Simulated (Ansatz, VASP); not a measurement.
**Two plane-wave programs on PbS**

Contents of INCAR:

```
ALGO = Normal
EDIFF = 1E-7
ENCUT = 520
GGA = PS
ISIF = 2
ISMEAR = -1
LASPH = T
LCHARG = F
LREAL = F
LWAVE = F
NBANDS = 17
NELM = 60
PREC = Accurate
SIGMA = 0.1
```

File KPOINTS:

```
k-points
0
Gamma
  14 14 14
```

The input POSCAR:

```
PbS
1.0
    0.0000000000      2.5433374289      2.5433374289
    2.5433374289      0.0000000000      2.5433374289
    2.5433374289      2.5433374289      0.0000000000
Pb S
1 1
Direct
    0.0000000000      0.0000000000      0.0000000000
    0.5000000000      0.5000000000      0.5000000000
```

Input for Ansatz:

```yaml
crystal:
  lattice:
    - [0.0, 2.5433374289, 2.5433374289]
    - [2.5433374289, 0.0, 2.5433374289]
    - [2.5433374289, 2.5433374289, 0.0]
  atoms:
    - { symbol: Pb, position: [0.0, 0.0, 0.0] }
    - { symbol: S, position: [0.5, 0.5, 0.5] }
kpoints:
  mp_grid: { grid: [14, 14, 14] }
scf:
  occupations: { method: fermi_dirac, width: 0.1 }
hamiltonian:
  xc: pbesol
  pseudopotentials: { kind: paw }
output:
  forces: true
  stress: true
  eigenvalues: true
  populations: true
  write_density: true
  write_potential: true
  elf: true
  volumetric_format: npy
```

Change from the starting cell: volume scaled by 0.64, PAW files.

Alike in both runs: task single point; functional PBEsol; k mesh 14 × 14 × 14; occupations fermi-dirac, width 0.1 eV; no spin polarisation.

|  | VASP | Ansatz |
| --- | --- | --- |
| version | VASP 6.6.1 | Ansatz 0.2.0 |
| potentials or method | VASP PAW PBE potentials, release 64 (Pb_d, S) | PAW with Ansatz's default frozen-core files, scalar-relativistic |
| plane-wave cutoff (eV) | 520 | 420 |
| valence electrons in the cell | 20 | 20 |

```tsv
	VASP	Ansatz	Ansatz less VASP
pressure (GPa)	67.0	66.9	-0.07
```

VASP's potentials were made for PBE, not for PBEsol. Both programs put the cell under a high pressure, so it lies far from rest at this level.

Neither program's run includes spin-orbit coupling. Noted on VASP's run: the cell as given lies far from equilibrium.
